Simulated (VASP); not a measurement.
Set up this calculation in VASP 6.6.1, as the native input.

```yaml
Task: single point
Functional: PBEsol
Potentials_or_basis: VASP PAW PBE potentials, release 64 (H)
Cutoff: 520 eV
k_mesh: 12 × 12 × 30
Occupations: gaussian, width 0.05 eV
Spin: no spin polarisation
Dipole_correction: no
Further_INCAR_settings: ALGO = Normal; EDIFF = 1e-06; NBANDS = 6
```

The structure of H lies in POSCAR:

```
H
1.0
    2.8542368076      0.0000000000      0.0000000000
    0.0000000000      2.8542368076      0.0000000000
    0.0000000000      0.0000000000      0.8449631841
H
1
Direct
    0.0000000000      0.0000000000      0.5000000000
```

This cell differs from its parent crystal: ratio of the length along z to the lengths across it x 0.8, volume and fractional coordinates fixed.

The input as run:

INCAR

```
  PREC = Accurate
  ENCUT = 520
  EDIFF = 1E-6
  ISMEAR = 0
  SIGMA = 0.05
  LREAL = False
  LASPH = True
  NELM = 80
  ALGO = Normal
  ISIF = 2
  LWAVE = False
  LCHARG = False
  GGA = PS
  NBANDS = 6
```

KPOINTS

```
Automatic mesh
0
Gamma
  12 12 30
```

Potentials or basis: VASP PAW PBE potentials, release 64 (H).

The run is started by

```sh
$ cat potpaw_PBE.64/H/POTCAR > POTCAR
$ mpirun -np 1 vasp_std > vasp.out
```

Results of the run:

```yaml
Pressure: 20.6 GPa
```

Caveat: the PAW data sets were made with another functional, which shifts forces and pressure a little.

It took 14 s on 1 thread of Intel(R) Xeon(R) Platinum 8259CL CPU @ 2.50GHz (Skylake/Cascade Lake), on a shared host, peak memory 0.12 GiB.
